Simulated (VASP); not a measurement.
Set up this calculation in VASP 6.6.1, as the native input.

```yaml
Task: single point
Functional: PBEsol
Potentials_or_basis: VASP PAW PBE potentials, release 64 (Mg, O)
Cutoff: 520 eV
k_mesh: 9 × 9 × 6
Occupations: gaussian, width 0.05 eV
Spin: no spin polarisation
Dipole_correction: no
Further_INCAR_settings: ALGO = Normal; EDIFF = 1e-06; NBANDS = 16
```

The structure of MgO lies in POSCAR:

```
MgO
1.0
    3.4863778627      0.0000000000      0.0000000000
   -1.7431889314      3.0192917963      0.0000000000
    0.0000000000      0.0000000000      4.8047474030
Mg O
2 2
Direct
    0.6666666667      0.3333333333      0.7500000000
    0.3333333333      0.6666666667      0.2500000000
    0.6666666667      0.3333333333      0.2500000000
    0.3333333333      0.6666666667      0.7500000000
```

This cell differs from its parent crystal: strain +0.1500 x Voigt [0, 0, 1, 0, 0, 0].

These files were run (other wordings do the same):

INCAR

```
PREC = Accurate
ENCUT = 520
EDIFF = 1E-6
ISMEAR = 0
SIGMA = 0.05
LREAL = False
LASPH = True
NELM = 60
ALGO = Normal
ISIF = 2
LWAVE = False
LCHARG = False
GGA = PS
NBANDS = 16
```

KPOINTS

```
Automatic mesh
0
Gamma
  9 9 6
```

Potentials or basis: VASP PAW PBE potentials, release 64 (Mg, O).

Command:

```sh
$ cat potpaw_PBE.64/Mg/POTCAR potpaw_PBE.64/O/POTCAR > POTCAR
$ mpirun -np 1 vasp_std > vasp.out
```

Results of the run:

| Quantity | Value |
| --- | --- |
| Pressure | -10.7 GPa |
| Band gap on the k mesh | 2.46 eV, direct |

Caveat: the cell differs from its parent crystal (strain +0.1500 x Voigt [0, 0, 1, 0, 0, 0]); the PAW data sets were made with another functional, which shifts forces and pressure a little.

Run time: 52 s on 1 thread of Intel Xeon 8259CL (shared host), peak memory 0.19 GiB.
